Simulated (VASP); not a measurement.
# Zn (P6_3/mmc) in VASP: vibrations by perturbation theory with LDA

Aim: the vibrations by perturbation theory of Zn with LDA.

Program: VASP 6.6.1. These are calculated values, not measurements. Logs are shortened: lines on timing, memory, paths and dates and some standing lists are left out, and cuts for length are marked.

## (1) The cell of the first run

Symmetry: P6_3/mmc, No. 194, hexagonal system. Conventional cell: a = 2.614 Å, b = 2.614 Å, c = 4.873 Å, α = 90.00°, β = 90.00°, γ = 120.00°. Within 3.4 Å of Zn (site symmetry -6m2) lie 12 Zn at 2.61 to 2.87 Å.

## (2) Vibrations by perturbation theory, LDA

INCAR reads:

```
SYSTEM = Zn
ALGO = Normal ; EDIFF = 1E-8
ENCUT = 520 ; GGA = CA
IBRION = 8 ; ISIF = 2
ISMEAR = -1 ; LASPH = .True.
LCHARG = .False. ; LREAL = .False.
LWAVE = .False. ; NELM = 60
NSW = 1 ; PREC = Accurate
SIGMA = 0.15
```

KPOINTS reads:

```
k-points
0
Gamma
  15 15 8
  0 0 0
```

POSCAR reads:

```
Zn
1.0
    2.6143597992      0.0000000000      0.0000000000
   -1.3071798996      2.2641020007      0.0000000000
    0.0000000000      0.0000000000      4.8731610200
Zn
2
Direct
    0.3333333333      0.6666666667      0.2500000000
    0.6666666667      0.3333333333      0.7500000000
```

Potentials or basis: VASP PAW LDA potentials, release 64 (Zn).

On the command line:

```console
cat potpaw_LDA.64/Zn/POTCAR > POTCAR
mpirun -np 1 vasp_std > vasp.out
```

OUTCAR:

```text
SYSTEM = Zn
   EDIFF = 1E-8
   ENCUT = 520
   GGA = CA
   IBRION = 8
   ISIF = 2
   ISMEAR = -1
   LASPH = .True.
   LREAL = .False.
   NELM = 60
   NSW = 1
   PREC = Accurate

 ion  position               nearest neighbor table
   1  0.333  0.667  0.250-   2 2.87   2 2.87   2 2.87   2 2.87   2 2.87   2 2.87
   2  0.667  0.333  0.750-   1 2.87   1 2.87   1 2.87   1 2.87   1 2.87   1 2.87

  LATTYP: Found a hexagonal cell.
 ALAT       =     2.6143597992
 C/A-ratio  =     1.8639978405

  Lattice vectors:

 A1 = (   2.6143597992,   0.0000000000,   0.0000000000)
 A2 = (  -1.3071798996,   2.2641020007,   0.0000000000)
 A3 = (   0.0000000000,   0.0000000000,   4.8731610200)

Analysis of symmetry for initial positions (statically):
=====================================================================
 Subroutine PRICEL returns:
 Original cell was already a primitive cell.

 Routine SETGRP: Setting up the symmetry group for a
 hexagonal supercell.

 Subroutine GETGRP returns: Found 24 space group operations
 (whereof 12 operations were pure point group operations)
 out of a pool of 24 trial point group operations.

The static configuration has the point symmetry D_3d.
 The point group associated with its full space group is D_6h.

Analysis of symmetry for dynamics (positions and initial velocities):
=====================================================================
 Subroutine PRICEL returns:
 Original cell was already a primitive cell.

 Routine SETGRP: Setting up the symmetry group for a
 hexagonal supercell.

 Subroutine GETGRP returns: Found 24 space group operations
 (whereof 12 operations were pure point group operations)
 out of a pool of 24 trial point group operations.

The dynamic configuration has the point symmetry D_3d.
 The point group associated with its full space group is D_6h.

 Subroutine INISYM returns: Found 24 space group operations
 (whereof 12 operations are pure point group operations),
 and found     1 'primitive' translations

[... 628 lines left out ...]
 POSITION                                       TOTAL-FORCE (eV/Angst)
 -----------------------------------------------------------------------------------
     -0.00000      1.50940      1.21829         0.000000     -0.000000      0.000000
      1.30718      0.75470      3.65487        -0.000000      0.000000      0.000000
 -----------------------------------------------------------------------------------
    total drift:                               -0.000000      0.000000      0.000000

  FREE ENERGIE OF THE ION-ELECTRON SYSTEM (eV)
  ---------------------------------------------------
  free  energy   TOTEN  =        -3.7455381761 eV

  energy  without entropy=       -3.7142228233  energy(sigma->0) =       -3.72988050

[... ionic steps 2 to 3 ...]

--------------------------------------- Ionic step        4  -------------------------------------------

------------------------ aborting loop because EDIFF is reached ----------------------------------------

[... ionic steps 5 to 5 ...]

--------------------------------------- Ionic step        6  -------------------------------------------

 Free energy of the ion-electron system (eV)
  ---------------------------------------------------
  ---------------------------------------------------
  free energy    TOTEN  =        -0.22284790 eV

  energy without entropy =       -0.22284790

------------------------ aborting loop because EDIFF is reached ----------------------------------------

 INTERNAL STRAIN TENSOR  FOR ION    1  DIRECTION 3   (eV/Angst):
 -----------------------------------------------------------------------------
     0.00046  0.00000  0.00000
     0.00000  0.00046  0.00000
     0.00000 -0.00000  0.00438

 INTERNAL STRAIN TENSOR FOR ION    2 for displacements in x,y,z  (eV/Angst):
          X           Y           Z          XY          YZ          ZX
  --------------------------------------------------------------------------------
  x     0.00000     0.00000     0.00000    -0.45238     0.00000     0.00000
  y    -0.45238     0.45238    -0.00000     0.00000     0.00000     0.00000
  z     0.00000     0.00000     0.00000     0.00000     0.00000    -0.00000

 SECOND DERIVATIVES (NOT SYMMETRIZED)
 ------------------------------------
               1X          1Y          1Z          2X          2Y          2Z
  1X    -0.621259    0.000000    0.000000    0.621259    0.000000    0.000000
  1Y     0.000000   -0.621259    0.000000    0.000000    0.621259    0.000000
  1Z     0.000000    0.000000   -2.302388   -0.000000   -0.000000    2.302388
  2X     0.621259    0.000000    0.000000   -0.621259    0.000000    0.000000
  2Y     0.000000    0.621259    0.000000    0.000000   -0.621259    0.000000
  2Z    -0.000000   -0.000000    2.302388    0.000000    0.000000   -2.302388

 Eigenvectors and eigenvalues of the dynamical matrix
 ----------------------------------------------------

   1 f  =    4.148579 THz    26.066290 2PiTHz  138.381696 cm-1    17.157136 meV
             X         Y         Z           dx          dy          dz
     -0.000000  1.509401  1.218290     0.000000    0.000000   -0.707107
      1.307180  0.754701  3.654871    -0.000000    0.000000    0.707107
[... 11 lines left out ...]
   4 f  =    0.000000 THz     0.000000 2PiTHz    0.000000 cm-1     0.000000 meV
             X         Y         Z           dx          dy          dz
     -0.000000  1.509401  1.218290    -0.000000   -0.000000    0.707107
      1.307180  0.754701  3.654871     0.000000    0.000000    0.707107

   5 f/i=    0.000000 THz     0.000000 2PiTHz    0.000001 cm-1     0.000000 meV
             X         Y         Z           dx          dy          dz
     -0.000000  1.509401  1.218290     0.477338   -0.521679   -0.000000
      1.307180  0.754701  3.654871     0.477338   -0.521679    0.000000

   6 f/i=    0.000000 THz     0.000000 2PiTHz    0.000001 cm-1     0.000000 meV
             X         Y         Z           dx          dy          dz
     -0.000000  1.509401  1.218290     0.521679    0.477338    0.000000
      1.307180  0.754701  3.654871     0.521679    0.477338    0.000000

--------------------------------------------------------------------------------------------------------

 ELASTIC MODULI CONTR FROM IONIC RELAXATION (kBar)
 Direction    XX          YY          ZZ          XY          YZ          ZX
 --------------------------------------------------------------------------------
 XX         -18.2966     18.2966     -0.0000      0.0000      0.0000     -0.0000
 YY          18.2966    -18.2966      0.0000     -0.0000     -0.0000      0.0000
 ZZ          -0.0000      0.0000     -0.0000      0.0000     -0.0000      0.0000
 XY           0.0000     -0.0000      0.0000    -18.2966      0.0000     -0.0000
 YZ           0.0000     -0.0000     -0.0000      0.0000     -0.0000      0.0000
 ZX          -0.0000      0.0000      0.0000     -0.0000      0.0000     -0.0000
 --------------------------------------------------------------------------------
```

OSZICAR:

```text
N       E                     dE             d eps       ncg     rms          rms(c)
DAV:   1     0.949296533975E+02    0.94930E+02   -0.12895E+04  4424   0.243E+03
DAV:   2    -0.129547563408E+01   -0.96225E+02   -0.94888E+02  4400   0.304E+02
DAV:   3    -0.402575275192E+01   -0.27303E+01   -0.27251E+01  5328   0.629E+01
[... 36 lines left out ...]
RMM:   6    -0.222848284039E+00   -0.53150E-06   -0.62576E-06 10702   0.195E-03    0.233E-04
RMM:   7    -0.222848625749E+00   -0.34171E-06   -0.14938E-06 10195   0.628E-04    0.661E-05
RMM:   8    -0.222848393700E+00    0.23205E-06   -0.75895E-07 10226   0.199E-04    0.304E-05
RMM:   9    -0.222847894384E+00    0.49932E-06   -0.32360E-07 10674   0.762E-05    0.399E-06
RMM:  10    -0.222847907475E+00   -0.13090E-07   -0.11768E-07 10528   0.273E-05    0.163E-06
RMM:  11    -0.222847898695E+00    0.87800E-08   -0.49328E-08  8823   0.121E-05    0.576E-07
 Linear response finished
```

stdout:

```text
POSCAR found type information on POSCAR Zn
 POSCAR found :  1 types and       2 ions
 scaLAPACK will be used
 LDA part: xc-table for (Slater(with rela. corr.)+CA(PZ))
 , standard interpolation
 POSCAR, INCAR and KPOINTS ok, starting setup
 FFT: planning ... GRIDC
 FFT: planning ... GRID_SOFT
 FFT: planning ... GRID
 WAVECAR not read
 entering main loop
 Linear response reoptimize wavefunctions to high precision
 Linear response DOF=           2
 Linear response progress:
 first order change of Fermi-energy  -0.14986E-04
 force on displaced ion       1 direction 1 :  -0.621   0.000   0.000
 Linear response progress:
 first order change of Fermi-energy  -0.15278E-05
 force on displaced ion       1 direction 3 :  -0.000   0.000  -2.302
 Linear response finished
```

It took 10 min on 1 thread of Intel Xeon 6975P-C, shared host; peak memory 0.55 GiB.

What came out:

| Item | Value |
| --- | --- |
| Highest phonon frequency at Γ | 138 cm⁻¹ |

Phonon frequencies in cm⁻¹ (negative: imaginary):
```csv
q point,frequencies
"(0.000, 0.000, 0.000)",0 0 0 72 72 138
```

Caveat: the cell wasn't relaxed at this level first, which shifts response properties.
